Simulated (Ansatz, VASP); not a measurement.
## Two plane-wave programs on PbO2

```xyz
6
Lattice="4.9973 0.0000 0.0000 0.0000 4.9973 0.0000 0.0000 0.0000 3.4115" Properties=species:S:1:pos:R:3 pbc="T T T"
Pb    0.0000    0.0000    0.0000
Pb    2.4987    2.4987    1.7057
O     1.5373    1.5373    0.0000
O     0.9614    4.0360    1.7057
O     3.4600    3.4600    0.0000
O     4.0360    0.9614    1.7057
```

Alike in both runs: functional PBEsol; k mesh 8 × 8 × 10; occupations gaussian, width 0.1 eV; no spin polarisation.

Ansatz relaxed the structure, and its values are those at the end. VASP's run is a single point on that final structure, the one shown.

```csv
,VASP,Ansatz
version,VASP 6.6.1,Ansatz 0.2.0
potentials or method,"VASP PAW PBE potentials, release 64 (Pb_d, O), cutoff 520 eV","scalar-relativistic, plane waves, PAW"
valence electrons in the cell,52,52
```

VASP gave:

```
gap on the k mesh at the Fermi level (eV) : none
pressure (GPa)                            : 0.3
rms of the force components (eV/Å)        : 0.005
```

Question: What did Ansatz give for the same quantities?

Answer: gap on the k mesh at the Fermi level (eV): none; pressure (GPa): 0.0; rms of the force components (eV/Å): 0.000.

VASP's potentials were made for PBE, not for PBEsol. A gap of «none» marks a metal or a gap that the smearing closes. The functional is the same, so the differences come from potentials, cutoffs and numerics.

Spin-orbit coupling is off throughout.
